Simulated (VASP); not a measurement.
# Rb in VASP: single point with PBE

Aim: the single point of Rb with PBE.

All numbers are computed with VASP 6.6.1; they aren't measurements. Logs are shortened: lines on timing, memory, paths and dates and some standing lists are left out, and cuts for length are marked.

### Step 1. The cell of the first run

The cell holds a slab with vacuum, 5 atoms: a = 5.148 Å, b = 7.280 Å, c = 27.295 Å, α = 90.00°, β = 90.00°, γ = 90.00°.

### Step 2. Single point, PBE

File INCAR:

```
PREC     = Accurate       # precision mode
ENCUT    = 520            # plane-wave cutoff, eV
EDIFF    = 1E-7           # SCF threshold, eV
ISMEAR   = 0              # smearing method
SIGMA    = 0.1            # smearing width, eV
LREAL    = False          # projectors in reciprocal space
LASPH    = True           # aspherical terms in the spheres
NELM     = 80             # most SCF steps
ALGO     = Normal         # electronic algorithm
ISIF     = 2              # what is computed and relaxed
LWAVE    = False          # write WAVECAR
LCHARG   = True           # write CHGCAR
LDIPOL   = True         
IDIPOL   = 3            
DIPOL    = 0.5 0.5 0.500
GGA      = PE             # functional
LELF     = True           # ELF
LVHAR    = True         
LVACPOTAV= True         
NBANDS   = 30             # bands
```

File KPOINTS:

```
Automatic mesh
0
Gamma
  5 4 1
```

File POSCAR:

```
Rb
1.0
    5.1475742700      0.0000000000      0.0000000000
    0.0000000000      7.2797693400      0.0000000000
    0.0000000000      0.0000000000     27.2951484817
Rb
5
Direct
    0.5000000000      0.5000000000      0.3114106525
    0.0000000000      0.0000000000      0.4057053211
    0.5000000000      0.5000000000      0.5000000000
    0.0000000000      0.0000000000      0.5942946789
    0.5000000000      0.5000000000      0.6885893475
```

Potentials or basis: VASP PAW PBE potentials, release 64 (Rb_sv).

Started as:

```bash
$ cat potpaw_PBE.64/Rb_sv/POTCAR > POTCAR
$ mpirun -np 1 vasp_std > vasp.out
```

OUTCAR:

```text
PREC = Accurate
   ENCUT = 520
   EDIFF = 1E-7
   ISMEAR = 0
   LREAL = False
   LASPH = True
   NELM = 80
   ISIF = 2
   GGA = PE

 ion  position               nearest neighbor table
   1  0.500  0.500  0.311-   2 5.15   2 5.15   2 5.15   2 5.15   3 5.15
   2  0.000  0.000  0.406-   1 5.15   1 5.15   1 5.15   1 5.15   3 5.15   3 5.15   3 5.15   3 5.15
                             4 5.15
   3  0.500  0.500  0.500-   1 5.15   5 5.15   4 5.15   2 5.15   2 5.15   4 5.15   2 5.15   4 5.15
                             2 5.15   4 5.15
   4  0.000  0.000  0.594-   5 5.15   5 5.15   5 5.15   5 5.15   3 5.15   3 5.15   3 5.15   3 5.15
                             2 5.15
   5  0.500  0.500  0.689-   4 5.15   4 5.15   4 5.15   4 5.15   3 5.15

  LATTYP: Found a simple orthorhombic cell.
 ALAT       =     5.1475742700
 B/A-ratio  =     1.4142135612
 C/A-ratio  =     5.3025264037

  Lattice vectors:

 A1 = (   5.1475742700,   0.0000000000,   0.0000000000)
 A2 = (   0.0000000000,   7.2797693400,   0.0000000000)
 A3 = (   0.0000000000,   0.0000000000,  27.2951484817)

Analysis of symmetry for initial positions (statically):
=====================================================================
 Subroutine PRICEL returns:
 Original cell was already a primitive cell.

 Routine SETGRP: Setting up the symmetry group for a
 simple orthorhombic supercell.

 Subroutine GETGRP returns: Found  8 space group operations
 (whereof  8 operations were pure point group operations)
 out of a pool of  8 trial point group operations.

The static configuration has the point symmetry D_2h.

Analysis of symmetry for dynamics (positions and initial velocities):
=====================================================================
 Subroutine PRICEL returns:
 Original cell was already a primitive cell.

 Routine SETGRP: Setting up the symmetry group for a
 simple orthorhombic supercell.

 Subroutine GETGRP returns: Found  8 space group operations
 (whereof  8 operations were pure point group operations)
 out of a pool of  8 trial point group operations.

The dynamic configuration has the point symmetry D_2h.

 Subroutine INISYM returns: Found  8 space group operations
 (whereof  8 operations are pure point group operations),
 and found     1 'primitive' translations

----------------------------------------------------------------------------------------

                                     Primitive cell

  volume of cell :    1022.8353

  direct lattice vectors                    reciprocal lattice vectors
     5.147574270  0.000000000  0.000000000     0.194266260  0.000000000  0.000000000
     0.000000000  7.279769340  0.000000000     0.000000000  0.137366990  0.000000000
     0.000000000  0.000000000 27.295148482     0.000000000  0.000000000  0.036636547

  length of vectors
     5.147574270  7.279769340 27.295148482     0.194266260  0.137366990  0.036636547

  position of ions in fractional coordinates (direct lattice)
     0.500000000  0.500000000  0.311410653
     0.000000000  0.000000000  0.405705321
     0.500000000  0.500000000  0.500000000
     0.000000000  0.000000000  0.594294679
     0.500000000  0.500000000  0.688589347

  ion indices of the primitive-cell ions
   primitive index   ion index
                 1           1
                 2           2
                 3           3
                 4           4
                 5           5

----------------------------------------------------------------------------------------

 KPOINTS: Automatic mesh

Automatic generation of k-mesh.
 Grid dimensions read from file:
 generate k-points for:    5    4    1

 Generating k-lattice:

  Cartesian coordinates                     Fractional coordinates (reciprocal lattice)
     0.038853252  0.000000000  0.000000000     0.200000000  0.000000000  0.000000000
     0.000000000  0.034341747  0.000000000     0.000000000  0.250000000  0.000000000
     0.000000000  0.000000000  0.036636547     0.000000000  0.000000000  1.000000000

  Length of vectors
     0.038853252  0.034341747  0.036636547

  Shift w.r.t. Gamma in fractional coordinates (k-lattice)
     0.000000000  0.000000000  0.000000000

 Subroutine IBZKPT returns following result:
 ===========================================

 Found      9 irreducible k-points:

 Following reciprocal coordinates:
            Coordinates               Weight
  0.000000  0.000000  0.000000      1.000000
  0.200000  0.000000  0.000000      2.000000
  0.400000  0.000000  0.000000      2.000000
  0.000000  0.250000  0.000000      2.000000
  0.200000  0.250000  0.000000      4.000000
  0.400000  0.250000  0.000000      4.000000
  0.000000  0.500000  0.000000      1.000000
  0.200000  0.500000  0.000000      2.000000
  0.400000  0.500000  0.000000      2.000000
   k-points           NKPTS =      9   k-points in BZ     NKDIM =      9   number of bands    NBANDS=     30
   number of dos      NEDOS =    301   number of ions     NIONS =      5
   total plane-waves  NPLWV = 453600
   dimension x,y,z NGX =    40 NGY =   54 NGZ =  210
   dimension x,y,z NGXF=    80 NGYF=  108 NGZF=  420
   ions per type =               5
   NGX,Y,Z   is equivalent  to a cutoff of  12.92, 12.33, 12.79 a.u.
   NGXF,Y,Z  is equivalent  to a cutoff of  25.84, 24.66, 25.58 a.u.
 SYSTEM =  unknown system
   PREC   = accura    normal or accurate (medium, high low for compatibility)
   ISTART =      0    job   : 0-new  1-cont  2-samecut
   ICHARG =      2    charge: 1-file 2-atom 10-const
   ISPIN  =      1    spin polarized calculation?
   LNONCOLLINEAR =      F non collinear calculations
   LSORBIT =      F    spin-orbit coupling
   LASPH  =      T    aspherical Exc in radial PAW
   ENCUT  =  520.0 eV  38.22 Ry    6.18 a.u.   9.57 13.54 50.75*2*pi/ulx,y,z
   NELM   =     80;   NELMIN=  2; NELMDL= -5     # of ELM steps
   EDIFF  = 0.1E-06   stopping-criterion for ELM
   LREAL  =      F    real-space projection
   EDIFFG = 0.1E-05   stopping-criterion for IOM
   NSW    =      0    number of steps for IOM
   IBRION =     -1    ionic relax: 0-MD 1-quasi-New 2-CG
   NFREE  =      0    steps in history (QN), initial steepest desc. (CG)
   ISIF   =      2    stress and relaxation
   ISYM   =      2    0-nonsym 1-usesym 2-fastsym
   POTIM  = 0.5000    time-step for ionic-motion
   TEBEG  =    0.0;   TEEND  =   0.0 temperature during run
   PSTRESS=    0.0 pullay stress
   NELECT =      45.0000    total number of electrons
   NUPDOWN=      -1.0000    fix difference up-down
   EMIN   =  10.00;   EMAX   =-10.00  energy-range for DOS
   EFERMI =   0.00;   METHOD = LEGACY
   ISMEAR =     0;   SIGMA  =   0.10  broadening in eV -4-tet -1-fermi 0-gaus
   EFERMI_NEDOS =   21; number of points for ismear=-14 and -15
   IALGO  =     38    algorithm
   IMIX   =      4    mixing-type and parameters
     AMIX     =   0.40;   BMIX     =  1.00
     AMIX_MAG =   1.60;   BMIX_MAG =  1.00
  volume/ion in A,a.u.               =     204.57      1380.49
  Fermi-wavevector in a.u.,A,eV,Ry     =   0.577932  1.092134  4.544427  0.334006
  Thomas-Fermi vector in A             =   1.621035
   LORBIT       =      0    0 simple, 1 ext, 2 COOP (PROOUT), +10 PAW based schemes
   GGA     = PE    functional components
   LHFCALC =     F    Hartree Fock is set to
   AEXX    =    0.0000 exact exchange contribution
   IVDW    =     0    specifies the selected vdW correction
   LEPSILON=     F    determine dielectric tensor
   LRPA    =     F    only Hartree local field effects (RPA)
 non-spin polarized calculation
 Gauss-broadening in eV      SIGMA  =   0.10
  energy-cutoff  :      520.00
  volume of cell :     1022.84
 maximum number of plane-waves:     27645
 NGX is ok and might be reduce to    40
   NGX = 19   NGY = 27   NGZ =101

 number of electron      44.9999999 magnetization

 dipolmoment           0.000000      0.000000      0.000000 electrons x Angstroem

 Free energy of the ion-electron system (eV)
  ---------------------------------------------------
  ext. energy  EPLUGINS =         0.00000000
  ---------------------------------------------------
  free energy    TOTEN  =        -4.24090926 eV

  energy without entropy =       -4.19993348  energy(sigma->0) =       -4.22042137

 E-fermi :  -1.1908     XC(G=0):  -3.0365

 val. band max:       -1.1935476204   @ k =   0.4000   0.2500   0.0000
 cond. band min:      -1.1902363115   @ k =   0.0000   0.5000   0.0000
 fundamental gap:      0.0033113089
 Fermi energy:        -1.1907969696

 k-point     1 :       0.0000    0.0000    0.0000
  band No.  band energies     occupation
      1     -30.3434      2.00000
      2     -30.3434      2.00000
      3     -30.1437      2.00000
      4     -30.1345      2.00000
      5     -30.1343      2.00000
      6     -14.4378      2.00000
[... 22 lines left out ...]
     29       0.4258      0.00000
     30       0.5521      0.00000

 k-point     2 :       0.2000    0.0000    0.0000
  band No.  band energies     occupation
      1     -30.3431      2.00000
      2     -30.3431      2.00000
      3     -30.1433      2.00000
      4     -30.1343      2.00000
      5     -30.1339      2.00000
      6     -14.4366      2.00000
[... 22 lines left out ...]
     29       0.4616      0.00000
     30       0.5395      0.00000

 k-point     3 :       0.4000    0.0000    0.0000
  band No.  band energies     occupation
      1     -30.3426      2.00000
      2     -30.3426      2.00000
      3     -30.1426      2.00000
      4     -30.1339      2.00000
      5     -30.1334      2.00000
      6     -14.4348      2.00000
[... 187 lines left out ...]
     29       0.5479      0.00000
     30       0.6344      0.00000

 k-point     9 :       0.4000    0.5000    0.0000
  band No.  band energies     occupation
      1     -30.3426      2.00000
      2     -30.3426      2.00000
      3     -30.1426      2.00000
      4     -30.1339      2.00000
      5     -30.1334      2.00000
      6     -14.4343      2.00000
[... 22 lines left out ...]
     29       0.1494      0.00000
     30       0.2936      0.00000

------------------------ aborting loop because EDIFF is reached ----------------------------------------

  FORCE on cell =-STRESS in cart. coord.  units (eV):
  Direction    XX          YY          ZZ          XY          YZ          ZX
  --------------------------------------------------------------------------------------
  -------------------------------------------------------------------------------------
  Total       -0.6059614     -1.0562393     -0.1865028      0.0000000      0.0000000      0.0000000
  in kB       -0.9491828     -1.6545017     -0.2921395      0.0000000      0.0000000      0.0000000
  external PRESSURE =      -0.9652747 kB  Pullay stress =       0.0000000 kB

 VOLUME and BASIS-vectors are now :
 -----------------------------------------------------------------------------
  energy-cutoff  :      520.00
  volume of cell :     1022.84
      direct lattice vectors                 reciprocal lattice vectors
     5.147574270  0.000000000  0.000000000     0.194266260  0.000000000  0.000000000
     0.000000000  7.279769340  0.000000000     0.000000000  0.137366990  0.000000000
     0.000000000  0.000000000 27.295148482     0.000000000  0.000000000  0.036636547

 POSITION                                       TOTAL-FORCE (eV/Angst)
 -----------------------------------------------------------------------------------
      2.57379      3.63988      8.50000         0.000000     -0.000000      0.029195
      0.00000      0.00000     11.07379         0.000000     -0.000000     -0.023549
      2.57379      3.63988     13.64757         0.000000     -0.000000     -0.000000
      0.00000      0.00000     16.22136         0.000000      0.000000      0.023549
      2.57379      3.63988     18.79515         0.000000     -0.000000     -0.029195
 -----------------------------------------------------------------------------------
    total drift:                                0.000000      0.000000     -0.000000

  FREE ENERGIE OF THE ION-ELECTRON SYSTEM (eV)
  ---------------------------------------------------
  free  energy   TOTEN  =        -4.2409092597 eV

  energy  without entropy=       -4.1999334827  energy(sigma->0) =       -4.22042137

 vacuum level on the upper side and lower side of the slab         1.017         1.017
```

Wall time 11 min (1 thread of Oxide Virtual Turin-like, shared host); peak memory 0.86 GiB.

Results:

```yaml
Free_energy: -4.2409 eV
Largest_force: 0.029 eV/Å
```

Forces in eV/Å, atoms in the order of the input:
```
Rb   0.000  0.000  0.029
Rb   0.000  0.000 -0.024
Rb   0.000  0.000  0.000
Rb   0.000  0.000  0.024
Rb   0.000  0.000 -0.029
```
